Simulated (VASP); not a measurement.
# CsPbCl3 (Pm-3m) in VASP: further runs

CsPbCl3 is run at these levels: PBE, r2SCAN; tasks: single point.

Everything below comes from runs of VASP 6.6.1. Logs are shortened: lines on timing, memory, paths and dates and some standing lists are left out, and cuts for length are marked.

### 1 The cell of the first run

The structure is cubic, space group Pm-3m (No. 221). The conventional cell has a = 5.735 Å, b = 5.735 Å, c = 5.735 Å, α = 90.00°, β = 90.00°, γ = 90.00°. Within 5.3 Å of Cs (site symmetry m-3m) lie 12 Cl at 4.06 Å and 8 Pb at 4.97 Å. Pb (site symmetry m-3m) has 6 Cl at 2.87 Å within 3.8 Å. Within 3.8 Å of Cl (site symmetry 4/mmm) lie 2 Pb at 2.87 Å.

### 2 Single point, PBE

File INCAR:

```
SYSTEM = CsPbCl3
PREC = Accurate
ENCUT = 520
EDIFF = 1E-6
ISMEAR = 0
SIGMA = 0.02
LREAL = .FALSE.
LASPH = .TRUE.
NELM = 100
ALGO = Normal
ISIF = 2
LWAVE = .FALSE.
LCHARG = .TRUE.
GGA = PE
LELF = .TRUE.
LVHAR = .TRUE.
NBANDS = 30
```

File KPOINTS:

```
regular mesh
0
G
  6 6 6
  0 0 0
```

File POSCAR:

```
CsPbCl3
1.0
    5.7352733711      0.0000000000      0.0000000000
    0.0000000000      5.7352733711      0.0000000000
    0.0000000000      0.0000000000      5.7352733711
Cs Pb Cl
1 1 3
Direct
    0.0000000000      0.0000000000      0.0000000000
    0.5000000000      0.5000000000      0.5000000000
    0.5000000000      0.5000000000      0.0000000000
    0.0000000000      0.5000000000      0.5000000000
    0.5000000000      0.0000000000      0.5000000000
```

Potentials or basis: VASP PAW PBE potentials, release 64 (Cs_sv, Pb_d, Cl).

Command:

```bash
cat potpaw_PBE.64/Cs_sv/POTCAR potpaw_PBE.64/Pb_d/POTCAR potpaw_PBE.64/Cl/POTCAR > POTCAR
mpirun -np 1 vasp_std > vasp.out
```

OUTCAR:

```text
SYSTEM = CsPbCl3
   PREC = Accurate
   ENCUT = 520
   EDIFF = 1E-6
   ISMEAR = 0
   LREAL = .FALSE.
   LASPH = .TRUE.
   NELM = 100
   ISIF = 2
   GGA = PE

 ion  position               nearest neighbor table
   1  0.000  0.000  0.000-
   2  0.500  0.500  0.500-   3 2.87   4 2.87   5 2.87   3 2.87   5 2.87   4 2.87
   3  0.500  0.500  0.000-   2 2.87   2 2.87
   4  0.000  0.500  0.500-   2 2.87   2 2.87
   5  0.500  0.000  0.500-   2 2.87   2 2.87

  LATTYP: Found a simple cubic cell.
 ALAT       =     5.7352733711

  Lattice vectors:

 A1 = (   5.7352733711,   0.0000000000,   0.0000000000)
 A2 = (   0.0000000000,   5.7352733711,   0.0000000000)
 A3 = (   0.0000000000,   0.0000000000,   5.7352733711)

Analysis of symmetry for initial positions (statically):
=====================================================================
 Subroutine PRICEL returns:
 Original cell was already a primitive cell.

 Routine SETGRP: Setting up the symmetry group for a
 simple cubic supercell.

 Subroutine GETGRP returns: Found 48 space group operations
 (whereof 48 operations were pure point group operations)
 out of a pool of 48 trial point group operations.

The static configuration has the point symmetry O_h .

Analysis of symmetry for dynamics (positions and initial velocities):
=====================================================================
 Subroutine PRICEL returns:
 Original cell was already a primitive cell.

 Routine SETGRP: Setting up the symmetry group for a
 simple cubic supercell.

 Subroutine GETGRP returns: Found 48 space group operations
 (whereof 48 operations were pure point group operations)
 out of a pool of 48 trial point group operations.

The dynamic configuration has the point symmetry O_h .

 Subroutine INISYM returns: Found 48 space group operations
 (whereof 48 operations are pure point group operations),
 and found     1 'primitive' translations

----------------------------------------------------------------------------------------

                                     Primitive cell

  volume of cell :     188.6524

  direct lattice vectors                    reciprocal lattice vectors
     5.735273371  0.000000000  0.000000000     0.174359605  0.000000000  0.000000000
     0.000000000  5.735273371  0.000000000     0.000000000  0.174359605  0.000000000
     0.000000000  0.000000000  5.735273371     0.000000000  0.000000000  0.174359605

  length of vectors
     5.735273371  5.735273371  5.735273371     0.174359605  0.174359605  0.174359605

  position of ions in fractional coordinates (direct lattice)
     0.000000000  0.000000000  0.000000000
     0.500000000  0.500000000  0.500000000
     0.500000000  0.500000000  0.000000000
     0.000000000  0.500000000  0.500000000
     0.500000000  0.000000000  0.500000000

  ion indices of the primitive-cell ions
   primitive index   ion index
                 1           1
                 2           2
                 3           3
                 4           4
                 5           5

----------------------------------------------------------------------------------------

 KPOINTS: regular mesh

Automatic generation of k-mesh.
 Grid dimensions read from file:
 generate k-points for:    6    6    6

 Generating k-lattice:

  Cartesian coordinates                     Fractional coordinates (reciprocal lattice)
     0.029059934  0.000000000  0.000000000     0.166666667  0.000000000  0.000000000
     0.000000000  0.029059934  0.000000000     0.000000000  0.166666667  0.000000000
     0.000000000  0.000000000  0.029059934     0.000000000  0.000000000  0.166666667

  Length of vectors
     0.029059934  0.029059934  0.029059934

  Shift w.r.t. Gamma in fractional coordinates (k-lattice)
     0.000000000  0.000000000  0.000000000

 Subroutine IBZKPT returns following result:
 ===========================================

 Found     20 irreducible k-points:

 Following reciprocal coordinates:
            Coordinates               Weight
  0.000000  0.000000  0.000000      1.000000
  0.166667  0.000000  0.000000      6.000000
  0.333333  0.000000  0.000000      6.000000
  0.500000  0.000000  0.000000      3.000000
  0.166667  0.166667  0.000000     12.000000
  0.333333  0.166667  0.000000     24.000000
[... 12 lines left out ...]
  0.500000  0.500000  0.333333      6.000000
  0.500000  0.500000  0.500000      1.000000
   k-points           NKPTS =     20   k-points in BZ     NKDIM =     20   number of bands    NBANDS=     30
   number of dos      NEDOS =    301   number of ions     NIONS =      5
   total plane-waves  NPLWV = 110592
   dimension x,y,z NGX =    48 NGY =   48 NGZ =   48
   dimension x,y,z NGXF=    96 NGYF=   96 NGZF=   96
   ions per type =               1   1   3
   NGX,Y,Z   is equivalent  to a cutoff of  13.91, 13.91, 13.91 a.u.
   NGXF,Y,Z  is equivalent  to a cutoff of  27.83, 27.83, 27.83 a.u.
 SYSTEM =  CsPbCl3
   PREC   = accura    normal or accurate (medium, high low for compatibility)
   ISTART =      0    job   : 0-new  1-cont  2-samecut
   ICHARG =      2    charge: 1-file 2-atom 10-const
   ISPIN  =      1    spin polarized calculation?
   LNONCOLLINEAR =      F non collinear calculations
   LSORBIT =      F    spin-orbit coupling
   LASPH  =      T    aspherical Exc in radial PAW
   ENCUT  =  520.0 eV  38.22 Ry    6.18 a.u.  10.66 10.66 10.66*2*pi/ulx,y,z
   NELM   =    100;   NELMIN=  2; NELMDL= -5     # of ELM steps
   EDIFF  = 0.1E-05   stopping-criterion for ELM
   LREAL  =      F    real-space projection
   EDIFFG = 0.1E-04   stopping-criterion for IOM
   NSW    =      0    number of steps for IOM
   IBRION =     -1    ionic relax: 0-MD 1-quasi-New 2-CG
   NFREE  =      0    steps in history (QN), initial steepest desc. (CG)
   ISIF   =      2    stress and relaxation
   ISYM   =      2    0-nonsym 1-usesym 2-fastsym
   POTIM  = 0.5000    time-step for ionic-motion
   TEBEG  =    0.0;   TEEND  =   0.0 temperature during run
   PSTRESS=    0.0 pullay stress
   NELECT =      44.0000    total number of electrons
   NUPDOWN=      -1.0000    fix difference up-down
   EMIN   =  10.00;   EMAX   =-10.00  energy-range for DOS
   EFERMI =   0.00;   METHOD = LEGACY
   ISMEAR =     0;   SIGMA  =   0.02  broadening in eV -4-tet -1-fermi 0-gaus
   EFERMI_NEDOS =   21; number of points for ismear=-14 and -15
   IALGO  =     38    algorithm
   IMIX   =      4    mixing-type and parameters
     AMIX     =   0.40;   BMIX     =  1.00
     AMIX_MAG =   1.60;   BMIX_MAG =  1.00
  volume/ion in A,a.u.               =      37.73       254.62
  Fermi-wavevector in a.u.,A,eV,Ry     =   1.007716  1.904308 13.816608  1.015492
  Thomas-Fermi vector in A             =   2.140538
   LORBIT       =      0    0 simple, 1 ext, 2 COOP (PROOUT), +10 PAW based schemes
   GGA     = PE    functional components
   LHFCALC =     F    Hartree Fock is set to
   AEXX    =    0.0000 exact exchange contribution
   IVDW    =     0    specifies the selected vdW correction
   LEPSILON=     F    determine dielectric tensor
   LRPA    =     F    only Hartree local field effects (RPA)
 non-spin polarized calculation
 Gauss-broadening in eV      SIGMA  =   0.02
  energy-cutoff  :      520.00
  volume of cell :      188.65
 maximum number of plane-waves:      5112
 NGX is ok and might be reduce to    48
   NGX = 21   NGY = 21   NGZ = 21

 number of electron      44.0000012 magnetization

 Free energy of the ion-electron system (eV)
  ---------------------------------------------------
  ext. energy  EPLUGINS =         0.00000000
  ---------------------------------------------------
  free energy    TOTEN  =       -17.56538432 eV

  energy without entropy =      -17.56538432  energy(sigma->0) =      -17.56538432

 E-fermi :   1.0584     XC(G=0):  -7.5292

 val. band max:        0.9572372401   @ k =   0.5000   0.5000   0.5000
 cond. band min:       3.1741717467   @ k =   0.5000   0.5000   0.5000
 fundamental gap:      2.2169345066
 Fermi energy:         1.0583735385

 k-point     1 :       0.0000    0.0000    0.0000
  band No.  band energies     occupation
      1     -20.0748      2.00000
      2     -15.5487      2.00000
      3     -15.5487      2.00000
      4     -15.3903      2.00000
      5     -15.3903      2.00000
      6     -15.3903      2.00000
[... 22 lines left out ...]
     29       7.0111      0.00000
     30       7.0111      0.00000

 k-point     2 :       0.1667    0.0000    0.0000
  band No.  band energies     occupation
      1     -20.0745      2.00000
      2     -15.5487      2.00000
      3     -15.5313      2.00000
      4     -15.3906      2.00000
      5     -15.3906      2.00000
      6     -15.3903      2.00000
[... 22 lines left out ...]
     29       6.6799      0.00000
     30       7.1824      0.00000

 k-point     3 :       0.3333    0.0000    0.0000
  band No.  band energies     occupation
      1     -20.0738      2.00000
      2     -15.5486      2.00000
      3     -15.4958      2.00000
      4     -15.3911      2.00000
      5     -15.3911      2.00000
      6     -15.3903      2.00000
[... 22 lines left out ...]
     29       6.9041      0.00000
     30       7.6551      0.00000

 k-point     4 :       0.5000    0.0000    0.0000
  band No.  band energies     occupation
      1     -20.0734      2.00000
      2     -15.5486      2.00000
      3     -15.4776      2.00000
      4     -15.3913      2.00000
      5     -15.3913      2.00000
      6     -15.3903      2.00000
[... 484 lines left out ...]
     29       7.1186      0.00000
     30       7.5086      0.00000

 k-point    19 :       0.5000    0.5000    0.3333
  band No.  band energies     occupation
      1     -20.0714      2.00000
      2     -15.4552      2.00000
      3     -15.4343      2.00000
      4     -15.3923      2.00000
      5     -15.3921      2.00000
      6     -15.3921      2.00000
[... 22 lines left out ...]
     29       6.9645      0.00000
     30       7.6876      0.00000

 k-point    20 :       0.5000    0.5000    0.5000
  band No.  band energies     occupation
      1     -20.0712      2.00000
      2     -15.4343      2.00000
      3     -15.4343      2.00000
      4     -15.3923      2.00000
      5     -15.3923      2.00000
      6     -15.3923      2.00000
[... 22 lines left out ...]
     29       6.8612      0.00000
     30       8.0008      0.00000

------------------------ aborting loop because EDIFF is reached ----------------------------------------

  FORCE on cell =-STRESS in cart. coord.  units (eV):
  Direction    XX          YY          ZZ          XY          YZ          ZX
  --------------------------------------------------------------------------------------
  -------------------------------------------------------------------------------------
  Total       -0.0503883     -0.0503883     -0.0503883     -0.0000000      0.0000000     -0.0000000
  in kB       -0.4279351     -0.4279351     -0.4279351     -0.0000000      0.0000000     -0.0000000
  external PRESSURE =      -0.4279351 kB  Pullay stress =       0.0000000 kB

 VOLUME and BASIS-vectors are now :
 -----------------------------------------------------------------------------
  energy-cutoff  :      520.00
  volume of cell :      188.65
      direct lattice vectors                 reciprocal lattice vectors
     5.735273371  0.000000000  0.000000000     0.174359605  0.000000000  0.000000000
     0.000000000  5.735273371  0.000000000     0.000000000  0.174359605  0.000000000
     0.000000000  0.000000000  5.735273371     0.000000000  0.000000000  0.174359605

 POSITION                                       TOTAL-FORCE (eV/Angst)
 -----------------------------------------------------------------------------------
      0.00000      0.00000      0.00000         0.000000      0.000000      0.000000
      2.86764      2.86764      2.86764         0.000000      0.000000      0.000000
      2.86764      2.86764      0.00000         0.000000      0.000000      0.000000
      0.00000      2.86764      2.86764         0.000000      0.000000      0.000000
      2.86764      0.00000      2.86764         0.000000      0.000000      0.000000
 -----------------------------------------------------------------------------------
    total drift:                                0.000000     -0.000000     -0.000000

  FREE ENERGIE OF THE ION-ELECTRON SYSTEM (eV)
  ---------------------------------------------------
  free  energy   TOTEN  =       -17.5653843244 eV

  energy  without entropy=      -17.5653843244  energy(sigma->0) =      -17.56538432
```

Wall time 88 s (1 thread of Intel Xeon Platinum 8375C at 2.90GHz (Ice Lake), shared host); peak memory 0.38 GiB.

Results:

* Free energy: -17.5654 eV
* Pressure: 0.0 GPa
* Band gap on the k mesh: 2.22 eV, direct

Levels at points of the mesh, in eV from the valence-band top:
```csv
k point,band 20,band 21,band 22,band 23,band 24,band 25
"(0.00, 0.00, 0.00)",-2.04,-2.04,-2.04,3.67,4.75,4.75
"(0.50, 0.00, 0.00)",-2.13,-2.13,-1.43,3.15,4.99,5.40
"(0.50, 0.50, 0.00)",-2.28,-1.75,-0.70,2.72,2.72,5.04
"(0.50, 0.50, 0.50)",-1.74,-1.74,0.00,2.22,2.22,2.22
```

Caveat: spin-orbit coupling is left out, which moves the levels of the heavy elements. A k mesh can miss the band edges.

(Part 1 of 3 ends here.)
